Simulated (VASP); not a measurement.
# Cs (Immm) in VASP: further runs

Cs is run at these levels: PBE; tasks: single point.

Everything below comes from runs of VASP 6.6.1. Logs are shortened: lines on timing, memory, paths and dates and some standing lists are left out, and cuts for length are marked.

**1. The cell of the first run**

It takes space group Immm (No. 71, orthorhombic). The conventional cell has a = 5.303 Å, b = 5.476 Å, c = 8.010 Å, α = 90.00°, β = 90.00°, γ = 90.00°.

**2. Single point, PBE (uniaxial strain along a: -2.0 %, then relaxed in part)**

INCAR

```
ALGO = Normal
EDIFF = 1E-6
ENCUT = 520
GGA = PE
ISIF = 2
ISMEAR = 0
LASPH = True
LCHARG = False
LREAL = False
LWAVE = False
NBANDS = 16
NELM = 100
PREC = Accurate
SIGMA = 0.1
```

KPOINTS

```
k-points
0
Gamma
  8 8 6
```

POSCAR

```
Cs
1.0
    5.3028107096      0.0000000000      0.0000000000
    0.0000000000      5.4759408269      0.0000000000
    0.0000000000      0.0000000000      8.0098112582
Cs
2
Direct
    0.0000000000      0.0000000000      0.0000000000
    0.5000000000      0.5000000000      0.5000000000
```

Potentials or basis: VASP PAW PBE potentials, release 64 (Cs_sv).

Run with:

```
$ cat potpaw_PBE.64/Cs_sv/POTCAR > POTCAR
$ mpirun -np 1 vasp_std > vasp.out
```

OUTCAR:

```text
EDIFF = 1E-6
   ENCUT = 520
   GGA = PE
   ISIF = 2
   ISMEAR = 0
   LASPH = True
   LREAL = False
   NELM = 100
   PREC = Accurate

 ion  position               nearest neighbor table
   1  0.000  0.000  0.000-
   2  0.500  0.500  0.500-

  LATTYP: Found a simple orthorhombic cell.
 ALAT       =     5.3028107096
 B/A-ratio  =     1.0326487455
 C/A-ratio  =     1.5104840993

  Lattice vectors:

 A1 = (   5.3028107096,   0.0000000000,   0.0000000000)
 A2 = (   0.0000000000,   5.4759408269,   0.0000000000)
 A3 = (   0.0000000000,   0.0000000000,   8.0098112582)

Analysis of symmetry for initial positions (statically):
=====================================================================
 Subroutine PRICEL returns following result:

  LATTYP: Found a body centered orthorhombic cell.
 ALAT       =     5.3028107096
 B/A-ratio  =     1.0326487455
 C/A-ratio  =     1.5104840993

  Lattice vectors:

 A1 = (  -2.6514053548,  -2.7379704135,  -4.0049056291)
 A2 = (   2.6514053548,   2.7379704135,  -4.0049056291)
 A3 = (   2.6514053548,  -2.7379704134,   4.0049056291)

   2 primitive cells build up your supercell.

 Routine SETGRP: Setting up the symmetry group for a
 simple orthorhombic supercell.

 Subroutine GETGRP returns: Found  8 space group operations
 (whereof  8 operations were pure point group operations)
 out of a pool of  8 trial point group operations.

The static configuration has the point symmetry D_2h.

Analysis of symmetry for dynamics (positions and initial velocities):
=====================================================================
 Subroutine PRICEL returns following result:

  LATTYP: Found a body centered orthorhombic cell.
 ALAT       =     5.3028107096
 B/A-ratio  =     1.0326487455
 C/A-ratio  =     1.5104840993

  Lattice vectors:

 A1 = (  -2.6514053548,  -2.7379704135,  -4.0049056291)
 A2 = (   2.6514053548,   2.7379704135,  -4.0049056291)
 A3 = (   2.6514053548,  -2.7379704134,   4.0049056291)

   2 primitive cells build up your supercell.

 Routine SETGRP: Setting up the symmetry group for a
[... 89 lines left out ...]
   dimension x,y,z NGX =    40 NGY =   42 NGZ =   60
   dimension x,y,z NGXF=    80 NGYF=   84 NGZF=  120
   ions per type =               2
   NGX,Y,Z   is equivalent  to a cutoff of  12.54, 12.75, 12.45 a.u.
   NGXF,Y,Z  is equivalent  to a cutoff of  25.08, 25.50, 24.91 a.u.
 SYSTEM =  unknown system
   PREC   = accura    normal or accurate (medium, high low for compatibility)
   ISTART =      0    job   : 0-new  1-cont  2-samecut
   ICHARG =      2    charge: 1-file 2-atom 10-const
   ISPIN  =      1    spin polarized calculation?
   LNONCOLLINEAR =      F non collinear calculations
   LSORBIT =      F    spin-orbit coupling
   LASPH  =      T    aspherical Exc in radial PAW
   ENCUT  =  520.0 eV  38.22 Ry    6.18 a.u.   9.86 10.18 14.89*2*pi/ulx,y,z
   NELM   =    100;   NELMIN=  2; NELMDL= -5     # of ELM steps
   EDIFF  = 0.1E-05   stopping-criterion for ELM
   LREAL  =      F    real-space projection
   EDIFFG = 0.1E-04   stopping-criterion for IOM
   NSW    =      0    number of steps for IOM
   IBRION =     -1    ionic relax: 0-MD 1-quasi-New 2-CG
   NFREE  =      0    steps in history (QN), initial steepest desc. (CG)
   ISIF   =      2    stress and relaxation
   ISYM   =      2    0-nonsym 1-usesym 2-fastsym
   POTIM  = 0.5000    time-step for ionic-motion
   TEBEG  =    0.0;   TEEND  =   0.0 temperature during run
   PSTRESS=    0.0 pullay stress
   NELECT =      18.0000    total number of electrons
   NUPDOWN=      -1.0000    fix difference up-down
   EMIN   =  10.00;   EMAX   =-10.00  energy-range for DOS
   EFERMI =   0.00;   METHOD = LEGACY
   ISMEAR =     0;   SIGMA  =   0.10  broadening in eV -4-tet -1-fermi 0-gaus
   EFERMI_NEDOS =   21; number of points for ismear=-14 and -15
   IALGO  =     38    algorithm
   IMIX   =      4    mixing-type and parameters
     AMIX     =   0.40;   BMIX     =  1.00
     AMIX_MAG =   1.60;   BMIX_MAG =  1.00
  volume/ion in A,a.u.               =     116.29       784.79
  Fermi-wavevector in a.u.,A,eV,Ry     =   0.697648  1.318364  6.622137  0.486713
  Thomas-Fermi vector in A             =   1.781034
   LORBIT       =      0    0 simple, 1 ext, 2 COOP (PROOUT), +10 PAW based schemes
   GGA     = PE    functional components
   LHFCALC =     F    Hartree Fock is set to
   AEXX    =    0.0000 exact exchange contribution
   IVDW    =     0    specifies the selected vdW correction
   LEPSILON=     F    determine dielectric tensor
   LRPA    =     F    only Hartree local field effects (RPA)
 non-spin polarized calculation
 Gauss-broadening in eV      SIGMA  =   0.10
  energy-cutoff  :      520.00
  volume of cell :      232.59
 maximum number of plane-waves:      6320
 NGX is ok and might be reduce to    40
   NGX = 19   NGY = 21   NGZ = 29

 number of electron      17.9999997 magnetization

 Free energy of the ion-electron system (eV)
  ---------------------------------------------------
  ext. energy  EPLUGINS =         0.00000000
  ---------------------------------------------------
  free energy    TOTEN  =        -1.70439571 eV

  energy without entropy =       -1.69078048  energy(sigma->0) =       -1.69758810

 E-fermi :   0.4241     XC(G=0):  -5.3782

 val. band max:        0.4192786420   @ k =   0.2500   0.1250   0.3333
 cond. band min:       0.4263283358   @ k =   0.3750   0.3750   0.1667
 fundamental gap:      0.0070496937
 Fermi energy:         0.4241044776

 k-point     1 :       0.0000    0.0000    0.0000
  band No.  band energies     occupation
      1     -23.4339      2.00000
      2     -23.4272      2.00000
      3     -10.3006      2.00000
      4     -10.2250      2.00000
      5     -10.2139      2.00000
      6     -10.1826      2.00000
[... 433 lines left out ...]
      3     -10.2965      2.00000
      4     -10.2965      2.00000
      5     -10.2359      2.00000
      6     -10.2359      2.00000
[... 8 lines left out ...]
     15       3.8513      0.00000
     16       3.8513      0.00000

 [... further k-points ...]
[... 5 lines left out ...]
  --------------------------------------------------------------------------------------
  -------------------------------------------------------------------------------------
  Total        0.0995565     -0.0160034     -0.0248951     -0.0000000      0.0000000      0.0000000
  in kB        0.6857932     -0.1102392     -0.1714891     -0.0000000      0.0000000      0.0000000
  external PRESSURE =       0.1346883 kB  Pullay stress =       0.0000000 kB

 VOLUME and BASIS-vectors are now :
 -----------------------------------------------------------------------------
  energy-cutoff  :      520.00
  volume of cell :      232.59
      direct lattice vectors                 reciprocal lattice vectors
     5.302810710  0.000000000  0.000000000     0.188579237  0.000000000  0.000000000
     0.000000000  5.475940827  0.000000000     0.000000000  0.182617021  0.000000000
     0.000000000  0.000000000  8.009811258     0.000000000  0.000000000  0.124846887

 POSITION                                       TOTAL-FORCE (eV/Angst)
 -----------------------------------------------------------------------------------
      0.00000      0.00000      0.00000         0.000000     -0.000000     -0.000000
      2.65141      2.73797      4.00491         0.000000      0.000000      0.000000
 -----------------------------------------------------------------------------------
    total drift:                                0.000000      0.000000     -0.000000

  FREE ENERGIE OF THE ION-ELECTRON SYSTEM (eV)
  ---------------------------------------------------
  free  energy   TOTEN  =        -1.7043957078 eV

  energy  without entropy=       -1.6907804844  energy(sigma->0) =       -1.69758810
```

OSZICAR:

```text
N       E                     dE             d eps       ncg     rms          rms(c)
DAV:   1     0.127259334270E+03    0.12726E+03   -0.58943E+03  3200   0.826E+02
DAV:   2     0.152579429774E+02   -0.11200E+03   -0.10756E+03  5048   0.144E+02
DAV:   3    -0.134178143918E+01   -0.16600E+02   -0.16497E+02  4080   0.578E+01
DAV:   4    -0.169890197417E+01   -0.35712E+00   -0.35703E+00  4168   0.995E+00
DAV:   5    -0.170155807581E+01   -0.26561E-02   -0.26561E-02  4360   0.870E-01    0.179E-01
DAV:   6    -0.170247271849E+01   -0.91464E-03   -0.28798E-03  4152   0.250E-01    0.123E-01
DAV:   7    -0.170414193750E+01   -0.16692E-02   -0.51896E-03  3752   0.340E-01    0.510E-02
DAV:   8    -0.170439317328E+01   -0.25124E-03   -0.31378E-04  4136   0.882E-02    0.995E-03
DAV:   9    -0.170439639311E+01   -0.32198E-05   -0.20655E-05  4336   0.210E-02    0.493E-03
DAV:  10    -0.170439570779E+01    0.68532E-06   -0.22413E-06  3376   0.548E-03
   1 F= -.17043957E+01 E0= -.16975881E+01  d E =-.136152E-01
```

Run time: 1.9 min. Hardware: 1 thread of Intel Xeon 6975P-C (Granite Rapids), shared host; peak memory 0.49 GiB.

Results:

```
Free energy            : -1.7044 eV
Pressure               : 0.0 GPa
Band gap on the k mesh : zero (band 9 reaches 1.16 eV, above the bottom of band 10 at -0.49 eV)
```

Levels at points of the mesh, in eV from the Fermi level:
```
           k point  band 5  band 6  band 7  band 8  band 9  band 10  band 11  band 12  band 13  band 14
(0.00, 0.00, 0.00)  -10.64  -10.61  -10.61  -10.60   -1.67     0.21     1.11     1.24     2.34     2.41
(0.50, 0.00, 0.00)  -10.66  -10.66  -10.62  -10.62   -0.10    -0.10     1.26     1.26     1.57     1.57
(0.00, 0.50, 0.00)  -10.66  -10.66  -10.61  -10.61   -0.19    -0.19     1.25     1.25     1.50     1.50
(0.50, 0.50, 0.00)  -10.66  -10.66  -10.65  -10.65    0.31     0.31     1.02     1.02     1.51     1.51
(0.00, 0.00, 0.50)  -10.63  -10.63  -10.62  -10.62   -0.91    -0.91     1.57     1.57     2.04     2.04
(0.50, 0.00, 0.50)  -10.63  -10.63  -10.62  -10.62    0.01     0.01     0.80     0.80     2.23     2.23
(0.00, 0.50, 0.50)  -10.63  -10.63  -10.61  -10.61   -0.05    -0.05     0.71     0.71     2.15     2.15
(0.50, 0.50, 0.50)  -10.69  -10.69  -10.65  -10.65    0.74     0.74     1.21     1.21     1.27     1.27
```

Caveat: the cell differs from its parent crystal (uniaxial strain along a: -2.0 %, then relaxed in part); spin-orbit coupling is left out, which moves the levels of the heavy elements.

**3. Single point, PBE (uniaxial strain along a: -2.0 %)**

INCAR

```
SYSTEM = Cs
PREC = Accurate
ENCUT = 520
EDIFF = 1E-6
ISMEAR = 0
SIGMA = 0.1
LREAL = .FALSE.
LASPH = .TRUE.
NELM = 100
ALGO = Normal
ISIF = 2
LWAVE = .FALSE.
LCHARG = .FALSE.
GGA = PE
NBANDS = 16
```

KPOINTS

```
Automatic mesh
0
G
  8 8 6
  0 0 0
```

POSCAR

```
Cs
1.0
    5.3028107096      0.0000000000      0.0000000000
    0.0000000000      5.4380864930      0.0000000000
    0.0000000000      0.0000000000      8.0193991112
Cs
2
Direct
    0.0000000000      0.0000000000      0.0000000000
    0.5000000000      0.5000000000      0.5000000000
```

Potentials or basis: VASP PAW PBE potentials, release 64 (Cs_sv).

Run with:

```
$ cat potpaw_PBE.64/Cs_sv/POTCAR > POTCAR
$ mpirun -np 1 vasp_std > vasp.out
```

Wall time 1.7 min (1 thread of Intel Xeon 6975P-C (Granite Rapids), shared host); peak memory 0.46 GiB.

It converged, with:

```yaml
Free_energy: -1.7043 eV
Pressure: 0.0 GPa
Band_gap_on_the_k_mesh: zero (band 9 reaches 1.17 eV, above the bottom of band 10 at -0.48 eV)
```

Levels at points of the mesh, in eV from the Fermi level:
| k point | band 7 | band 8 | band 9 | band 10 | band 11 | band 12 |
| --- | --- | --- | --- | --- | --- | --- |
| (0.00, 0.00, 0.00) | -10.60 | -10.60 | -1.67 | 0.21 | 1.11 | 1.23 |
| (0.50, 0.00, 0.00) | -10.61 | -10.61 | -0.10 | -0.10 | 1.25 | 1.25 |
| (0.00, 0.50, 0.00) | -10.61 | -10.61 | -0.17 | -0.17 | 1.25 | 1.25 |
| (0.50, 0.50, 0.00) | -10.64 | -10.64 | 0.31 | 0.31 | 1.02 | 1.02 |
| (0.00, 0.00, 0.50) | -10.62 | -10.62 | -0.92 | -0.92 | 1.57 | 1.57 |
| (0.50, 0.00, 0.50) | -10.61 | -10.61 | 0.00 | 0.00 | 0.80 | 0.80 |
| (0.00, 0.50, 0.50) | -10.61 | -10.61 | -0.05 | -0.05 | 0.73 | 0.73 |
| (0.50, 0.50, 0.50) | -10.65 | -10.65 | 0.73 | 0.73 | 1.22 | 1.22 |

Caveat: the cell differs from its parent crystal (uniaxial strain along a: -2.0 %); spin-orbit coupling is left out, which moves the levels of the heavy elements.

(Continued in part 2 of 2.)
